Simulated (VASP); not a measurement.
A run of VASP 6.6.1 is set up as follows.

INCAR

```
SYSTEM = InP
PREC = Accurate
ENCUT = 520
EDIFF = 1E-8
ISMEAR = -1
SIGMA = 0.03
LREAL = .False.
LASPH = .True.
NELM = 100
ALGO = Normal
ISIF = 2
LWAVE = .False.
LCHARG = .False.
GGA = PE
LEFG = .True.
NBANDS = 16
```

KPOINTS

```
Automatic mesh
0
Gamma
  11 11 11
  0 0 0
```

POSCAR

```
InP
1.0
   -0.0571000000      2.8264500000      2.8264500000
    2.8264500000     -0.0571000000      2.8264500000
    2.8264500000      2.8264500000     -0.0571000000
In P
1 1
Direct
    0.0000000000      0.0000000000      0.0000000000
    0.5000000000      0.5000000000      0.5000000000
```

Potentials or basis: VASP PAW PBE potentials, release 64 (In_d, P).

Run with:

```bash
$ cat potpaw_PBE.64/In_d/POTCAR potpaw_PBE.64/P/POTCAR > POTCAR
$ mpirun -np 1 vasp_std > vasp.out
```

Problem. What does it give for the pressure?

Solution. -5.4 GPa.

Problem. Estimate the band gap on the k mesh.

Solution. Zero (bands 9 and 10 overlap by 2.23 eV).

Stress tensor (GPa, compression positive):
```
-5.36  0.55  0.55
 0.55 -5.36  0.55
 0.55  0.55 -5.36
```

Caveat: the cell differs from its parent crystal (equal xy, yz and zx shear strains of -2 %); the cell stands under tension; without QUAD_EFG the Cq values of the log hold for a quadrupole moment of 1 mb, not for the nuclei; spin-orbit coupling is left out, which moves the levels of the heavy elements.
